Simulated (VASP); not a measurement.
# TiO2 (C2/c) in VASP: a series of runs

TiO2 is run at these levels: r2SCAN; tasks: single point.

Everything below comes from runs of VASP 6.6.1. Logs are shortened: lines on timing, memory, paths and dates and some standing lists are left out, and cuts for length are marked.

## Step 1: The cell of the first run

Symmetry: C2/c, No. 15, monoclinic system. Conventional cell: a = 5.412 Å, b = 5.413 Å, c = 5.472 Å, α = 90.00°, β = 118.77°, γ = 90.00°. Ti (site symmetry 2) has 6 O at 1.93 to 2.00 Å within 2.6 Å. Within 2.6 Å of O (site symmetry 1) lie 3 Ti at 1.93 to 2.00 Å and 2 O at 2.50 Å.

## Step 2: Single point, r2SCAN

POSCAR reads:

```
TiO2
1.0
    2.7060340000     -2.7066550000      0.0000000000
    2.7060340000      2.7066550000      0.0000000000
   -2.6335310000      0.0000000000      4.7966370000
Ti O
2 4
Direct
    0.1341100000      0.8658900000      0.2500000000
    0.8658900000      0.1341100000      0.7500000000
    0.3312210000      0.0887550000      0.6671490000
    0.6687790000      0.9112450000      0.3328510000
    0.9112450000      0.6687790000      0.8328510000
    0.0887550000      0.3312210000      0.1671490000
```

INCAR.step1 reads:

```
PREC = Accurate ; ENCUT = 910
ISMEAR = 0 ; SIGMA = 0.02
LREAL = F ; LASPH = T
NELM = 120 ; NBANDS = 33
GGA = PE ; ALGO = Normal
EDIFF = 1E-5 ; LWAVE = T
LCHARG = F ; GGA_COMPAT = F
```

INCAR.step2 reads:

```
PREC = Accurate ; ENCUT = 910
EDIFF = 1E-6 ; ISMEAR = 0
SIGMA = 0.02 ; LREAL = F
LASPH = T ; NELM = 120
ALGO = Normal ; ISIF = 2
LWAVE = F ; LCHARG = F
METAGGA = R2SCAN ; LMIXTAU = T
NBANDS = 33 ; ISTART = 1
GGA_COMPAT = F
```

KPOINTS reads:

```
regular mesh
0
Gamma
  2 2 2
```

Potentials or basis: VASP PAW PBE potentials, release 64 (Ti_sv, O_h).

Started as:

```sh
$ cat potpaw_PBE.64/Ti_sv/POTCAR potpaw_PBE.64/O_h/POTCAR > POTCAR
$ cp INCAR.step1 INCAR
$ mpirun -np 1 vasp_std > vasp.out
$ cp INCAR.step2 INCAR
$ mpirun -np 1 vasp_std > vasp.out
```

OUTCAR:

```text
PREC = Accurate
   ENCUT = 910
   EDIFF = 1E-6
   ISMEAR = 0
   LREAL = F
   LASPH = T
   NELM = 120
   ISIF = 2
   METAGGA = R2SCAN
   ISTART = 1

 ion  position               nearest neighbor table
   1  0.134  0.866  0.250-   4 1.93   6 1.93   6 1.98   4 1.98   3 2.00   5 2.00
   2  0.866  0.134  0.750-   5 1.93   3 1.93   5 1.98   3 1.98   6 2.00   4 2.00
   3  0.331  0.089  0.667-   2 1.93   2 1.98   1 2.00
   4  0.669  0.911  0.333-   1 1.93   1 1.98   2 2.00
   5  0.911  0.669  0.833-   2 1.93   2 1.98   1 2.00
   6  0.089  0.331  0.167-   1 1.93   1 1.98   2 2.00

  LATTYP: Found a base centered monoclinic cell.
 ALAT       =     5.4120680000
 B/A-ratio  =     1.0002294871
 C/A-ratio  =     1.0110809974
 COS(beta)  =    -0.4812705001

  Lattice vectors:

 A1 = (   2.7060340000,  -2.7066550000,   0.0000000000)
 A2 = (   2.7060340000,   2.7066550000,   0.0000000000)
 A3 = (  -2.6335310000,   0.0000000000,   4.7966370000)

Analysis of symmetry for initial positions (statically):
=====================================================================
 Subroutine PRICEL returns:
 Original cell was already a primitive cell.

 Routine SETGRP: Setting up the symmetry group for a
 base centered monoclinic supercell.

 Subroutine GETGRP returns: Found  4 space group operations
 (whereof  2 operations were pure point group operations)
 out of a pool of  4 trial point group operations.

The static configuration has the point symmetry S_2 .
 The point group associated with its full space group is C_2h.

Analysis of symmetry for dynamics (positions and initial velocities):
=====================================================================
 Subroutine PRICEL returns:
 Original cell was already a primitive cell.

 Routine SETGRP: Setting up the symmetry group for a
 base centered monoclinic supercell.

 Subroutine GETGRP returns: Found  4 space group operations
 (whereof  2 operations were pure point group operations)
 out of a pool of  4 trial point group operations.

The dynamic configuration has the point symmetry S_2 .
 The point group associated with its full space group is C_2h.

 Subroutine INISYM returns: Found  4 space group operations
 (whereof  2 operations are pure point group operations),
 and found     1 'primitive' translations

----------------------------------------------------------------------------------------
[... 83 lines left out ...]
   LREAL  =      F    real-space projection
   EDIFFG = 0.1E-04   stopping-criterion for IOM
   NSW    =      0    number of steps for IOM
   IBRION =     -1    ionic relax: 0-MD 1-quasi-New 2-CG
   NFREE  =      0    steps in history (QN), initial steepest desc. (CG)
   ISIF   =      2    stress and relaxation
   ISYM   =      2    0-nonsym 1-usesym 2-fastsym
   POTIM  = 0.5000    time-step for ionic-motion
   TEBEG  =    0.0;   TEEND  =   0.0 temperature during run
   PSTRESS=    0.0 pullay stress
   NELECT =      48.0000    total number of electrons
   NUPDOWN=      -1.0000    fix difference up-down
   EMIN   =  10.00;   EMAX   =-10.00  energy-range for DOS
   EFERMI =   0.00;   METHOD = LEGACY
   ISMEAR =     0;   SIGMA  =   0.02  broadening in eV -4-tet -1-fermi 0-gaus
   EFERMI_NEDOS =   21; number of points for ismear=-14 and -15
   IALGO  =     38    algorithm
   IMIX   =      4    mixing-type and parameters
     AMIX     =   0.40;   BMIX     =  1.00
     AMIX_MAG =   1.60;   BMIX_MAG =  1.00
  volume/ion in A,a.u.               =      11.71        79.03
  Fermi-wavevector in a.u.,A,eV,Ry     =   1.441820  2.724644 28.284385  2.078844
  Thomas-Fermi vector in A             =   2.560409
   LORBIT       =      0    0 simple, 1 ext, 2 COOP (PROOUT), +10 PAW based schemes
   METAGGA = R2SCAN    functional components
   LHFCALC =     F    Hartree Fock is set to
   AEXX    =    0.0000 exact exchange contribution
   IVDW    =     0    specifies the selected vdW correction
   LEPSILON=     F    determine dielectric tensor
   LRPA    =     F    only Hartree local field effects (RPA)
 non-spin polarized calculation
 Gauss-broadening in eV      SIGMA  =   0.02
  energy-cutoff  :      910.00
  volume of cell :       70.26
 maximum number of plane-waves:      4392
 NGX is ok and might be reduce to    40
   NGX = 19   NGY = 19   NGZ = 27

 number of electron      48.0000003 magnetization

 Free energy of the ion-electron system (eV)
  ---------------------------------------------------
  ext. energy  EPLUGINS =         0.00000000
  ---------------------------------------------------
  free energy    TOTEN  =       -69.92592965 eV

  energy without entropy =      -69.92592965  energy(sigma->0) =      -69.92592965

 E-fermi :   3.3161     XC(G=0): -11.3086

 val. band max:        3.1969855460   @ k =   0.5000   0.5000   0.0000
 cond. band min:       5.6569578704   @ k =   0.0000   0.0000   0.0000
 fundamental gap:      2.4599723244
 Fermi energy:         3.3161122299

 k-point     1 :       0.0000    0.0000    0.0000
  band No.  band energies     occupation
      1     -55.5209      2.00000
      2     -55.4677      2.00000
      3     -30.8782      2.00000
      4     -30.6816      2.00000
      5     -30.6810      2.00000
      6     -30.6204      2.00000
[... 205 lines left out ...]
     32       9.8768      0.00000
     33      10.8242      0.00000

------------------------ aborting loop because EDIFF is reached ----------------------------------------

  FORCE on cell =-STRESS in cart. coord.  units (eV):
  Direction    XX          YY          ZZ          XY          YZ          ZX
  --------------------------------------------------------------------------------------
  -------------------------------------------------------------------------------------
  Total       -4.1771226     -4.1995053     -0.0296654      0.0000000      0.0000000     -0.0720476
  in kB      -95.2477684    -95.7581438     -0.6764374      0.0000000      0.0000000     -1.6428475
  external PRESSURE =     -63.8941165 kB  Pullay stress =       0.0000000 kB

 VOLUME and BASIS-vectors are now :
 -----------------------------------------------------------------------------
  energy-cutoff  :      910.00
  volume of cell :       70.26
      direct lattice vectors                 reciprocal lattice vectors
     2.706034000 -2.706655000  0.000000000     0.184772253 -0.184729860  0.101446796
     2.706034000  2.706655000  0.000000000     0.184772253  0.184729860  0.101446796
    -2.633531000  0.000000000  4.796637000     0.000000000  0.000000000  0.208479399

 POSITION                                       TOTAL-FORCE (eV/Angst)
 -----------------------------------------------------------------------------------
      2.04765      1.98068      1.19916         0.000000      0.011042      0.000000
      0.73089     -1.98068      3.59748         0.000000     -0.011042     -0.000000
     -0.62049     -0.65627      3.20007         0.005288     -0.054219     -0.378223
      3.39903      0.65627      1.59657        -0.005288      0.054219      0.378223
      2.08226     -0.65627      3.99488        -0.005288     -0.054219      0.378223
      0.69628      0.65627      0.80175         0.005288      0.054219     -0.378223
 -----------------------------------------------------------------------------------
    total drift:                                0.000000     -0.000000     -0.000000

  FREE ENERGIE OF THE ION-ELECTRON SYSTEM (eV)
  ---------------------------------------------------
  free  energy   TOTEN  =       -69.9259296513 eV

  energy  without entropy=      -69.9259296513  energy(sigma->0) =      -69.92592965
```

OSZICAR.step1:

```text
N       E                     dE             d eps       ncg     rms          rms(c)
DAV:   1     0.863769827524E+03    0.86377E+03   -0.33230E+04   396   0.249E+03
DAV:   2     0.126076159190E+03   -0.73769E+03   -0.68953E+03   423   0.642E+02
DAV:   3    -0.565887811132E+02   -0.18266E+03   -0.16939E+03   626   0.243E+02
DAV:   4    -0.705638879084E+02   -0.13975E+02   -0.13878E+02   582   0.723E+01
DAV:   5    -0.712790204621E+02   -0.71513E+00   -0.71478E+00   575   0.145E+01    0.316E+01
DAV:   6    -0.542542062814E+02    0.17025E+02   -0.76672E+01   602   0.861E+01    0.118E+01
DAV:   7    -0.541963188597E+02    0.57887E-01   -0.14855E+01   536   0.313E+01    0.900E+00
DAV:   8    -0.540458658351E+02    0.15045E+00   -0.65727E-01   550   0.656E+00    0.637E+00
DAV:   9    -0.540199482834E+02    0.25918E-01   -0.83866E-01   556   0.107E+01    0.258E+00
DAV:  10    -0.539565519114E+02    0.63396E-01   -0.44464E-01   576   0.663E+00    0.902E-01
DAV:  11    -0.539518370570E+02    0.47149E-02   -0.36732E-02   478   0.139E+00    0.787E-01
DAV:  12    -0.539469043852E+02    0.49327E-02   -0.27960E-02   510   0.104E+00    0.769E-02
DAV:  13    -0.539469652111E+02   -0.60826E-04   -0.89885E-04   526   0.238E-01    0.336E-02
DAV:  14    -0.539469921497E+02   -0.26939E-04   -0.30674E-04   574   0.118E-01    0.567E-02
DAV:  15    -0.539469586019E+02    0.33548E-04   -0.16828E-04   421   0.697E-02    0.114E-02
DAV:  16    -0.539469592012E+02   -0.59934E-06   -0.59142E-06   282   0.254E-02
   1 F= -.53946959E+02 E0= -.53946959E+02  d E =-.448222E-26
```

It took 3.1 min on 1 thread of AMD EPYC 7R43 (Zen 3), shared host; peak memory 0.27 GiB.

What came out:

```yaml
Free_energy: -69.9259 eV
Pressure: -6.4 GPa
Largest_force: 0.382 eV/Å
Band_gap_on_the_k_mesh: 2.46 eV, indirect (least direct gap 2.91 eV)
```

Forces in eV/Å, atoms in the order of the input:
```
Ti   0.000  0.011  0.000
Ti   0.000 -0.011  0.000
O    0.005 -0.054 -0.378
O   -0.005  0.054  0.378
O   -0.005 -0.054  0.378
O    0.005  0.054 -0.378
```

Stress tensor (GPa, compression positive):
```
-9.52  0.00 -0.16
 0.00 -9.58  0.00
-0.16  0.00 -0.07
```

Levels at points of the mesh, in eV from the valence-band top:
| k point | band 22 | band 23 | band 24 | band 25 | band 26 | band 27 |
| --- | --- | --- | --- | --- | --- | --- |
| (0.00, 0.00, 0.00) | -0.76 | -0.46 | -0.45 | 2.46 | 3.17 | 4.20 |
| (0.50, 0.00, 0.00) | -0.93 | -0.91 | -0.66 | 3.60 | 3.75 | 3.75 |
| (0.50, 0.50, 0.00) | -1.90 | -0.02 | 0.00 | 3.61 | 3.65 | 3.89 |
| (0.00, 0.00, 0.50) | -1.28 | -0.14 | -0.14 | 2.80 | 2.80 | 4.04 |
| (0.50, 0.00, 0.50) | -0.91 | -0.90 | -0.66 | 3.46 | 3.84 | 3.88 |
| (0.50, 0.50, 0.50) | -2.05 | -0.02 | -0.02 | 3.63 | 3.63 | 4.07 |

Caveat: the k points lie up to 0.88 Å⁻¹ apart; the cutoff is under 1.25 times the usual one of these potentials, so pressure, stress and relaxed cells hold a basis-set (Pulay) error; the PAW data sets were made with another functional, which shifts forces and pressure a little. r2SCAN opens gaps a little over a GGA but as a rule still falls short of measured ones.

## Step 3: Single point, r2SCAN

POSCAR is that of step 2.

INCAR.step1 reads:

```
SYSTEM = TiO2
PREC = Accurate
ENCUT = 910
ISMEAR = 0
SIGMA = 0.02
LREAL = .False.
LASPH = .True.
NELM = 120
NBANDS = 33
GGA = PE
ALGO = Normal
EDIFF = 1E-5
LWAVE = .True.
LCHARG = .False.
GGA_COMPAT = .False.
```

INCAR.step2 reads:

```
SYSTEM = TiO2
PREC = Accurate
ENCUT = 910
EDIFF = 1E-6
ISMEAR = 0
SIGMA = 0.02
LREAL = .False.
LASPH = .True.
NELM = 120
ALGO = Normal
ISIF = 2
LWAVE = .False.
LCHARG = .False.
METAGGA = R2SCAN
LMIXTAU = .True.
NBANDS = 33
ISTART = 1
GGA_COMPAT = .False.
```

KPOINTS reads:

```
regular mesh
0
Gamma
  4 4 4
  0 0 0
```

Potentials or basis: VASP PAW PBE potentials, release 64 (Ti_sv, O_h).

Started as:

```sh
$ cat potpaw_PBE.64/Ti_sv/POTCAR potpaw_PBE.64/O_h/POTCAR > POTCAR
$ cp INCAR.step1 INCAR
$ mpirun -np 1 vasp_std > vasp.out
$ cp INCAR.step2 INCAR
$ mpirun -np 1 vasp_std > vasp.out
```

Run time: 4.9 min. Hardware: 1 thread of Intel Xeon 6975P-C (Granite Rapids), shared host; peak memory 0.36 GiB.

Results (log left out):

* Free energy: -69.8727 eV
* Pressure: -5.5 GPa
* Largest force: 0.191 eV/Å
* Band gap on the k mesh: 2.47 eV, indirect (least direct gap 2.81 eV)

Forces in eV/Å, atoms in the order of the input:
```
Ti   0.000  0.085  0.000
Ti   0.000 -0.085  0.000
O    0.000 -0.035 -0.188
O    0.000  0.035  0.188
O    0.000 -0.035  0.188
O    0.000  0.035 -0.188
```

Stress tensor (GPa, compression positive):
```
-5.43  0.00 -0.26
 0.00 -5.47  0.00
-0.26  0.00 -5.49
```

Levels at points of the mesh, in eV from the valence-band top:
```
           k point  band 22  band 23  band 24  band 25  band 26  band 27
(0.00, 0.00, 0.00)    -0.75    -0.46    -0.45     2.47     3.18     4.22
(0.50, 0.00, 0.00)    -0.92    -0.90    -0.65     3.61     3.76     3.77
(0.50, 0.50, 0.00)    -1.89    -0.02     0.00     3.62     3.66     3.90
(0.00, 0.00, 0.50)    -1.28    -0.14    -0.14     2.82     2.82     4.06
(0.50, 0.00, 0.50)    -0.91    -0.90    -0.65     3.47     3.85     3.89
(0.50, 0.50, 0.50)    -2.04    -0.02    -0.02     3.64     3.64     4.08
```

Caveat: the k points lie up to 0.44 Å⁻¹ apart; the cutoff is under 1.25 times the usual one of these potentials, so pressure, stress and relaxed cells hold a basis-set (Pulay) error; the PAW data sets were made with another functional, which shifts forces and pressure a little.
